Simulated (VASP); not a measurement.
Wanted: the native input for a VASP 6.6.1 run.

| Property | Result |
| --- | --- |
| Task | single point |
| Functional | BLYP |
| Potentials or basis | VASP PAW PBE potentials, release 64 (Rh_pv) |
| Cutoff | 520 eV |
| k mesh | 16 × 16 × 16 |
| Occupations | fermi-dirac, width 0.1 eV |
| Spin | no spin polarisation |
| Dipole correction | no |
| Further INCAR settings | ALGO = Normal; EDIFF = 1e-06; NBANDS = 14 |

The structure of Rh lies in POSCAR:

```
Rh
1.0
   -1.5216956755      1.5216956755      1.5216956755
    1.5216956755     -1.5216956755      1.5216956755
    1.5216956755      1.5216956755     -1.5216956755
Rh
1
Direct
    0.0000000000      0.0000000000      0.0000000000
```

This cell differs from its parent crystal: volume scaled by 0.92.

These files were run (other wordings do the same):

INCAR

```
PREC = Accurate
ENCUT = 520
EDIFF = 1E-6
ISMEAR = -1
SIGMA = 0.1
LREAL = F
LASPH = T
NELM = 60
ALGO = Normal
ISIF = 2
LWAVE = F
LCHARG = F
GGA = B5
ALDAX = 1.0
AGGAX = 1.0
AGGAC = 1.0
ALDAC = 0.0
NBANDS = 14
```

KPOINTS

```
regular mesh
0
Gamma
  16 16 16
```

Potentials or basis: VASP PAW PBE potentials, release 64 (Rh_pv).

Launch:

```console
$ cat potpaw_PBE.64/Rh_pv/POTCAR > POTCAR
$ mpirun -np 1 vasp_std > vasp.out
```

It gave:

```json
{"Pressure": "20.6 GPa"}
```

Caveat: the PAW data sets were made with another functional, which shifts forces and pressure a little.

It took 18 s on 1 thread of Intel Xeon 6975P-C, on a shared host, peak memory 0.14 GiB.
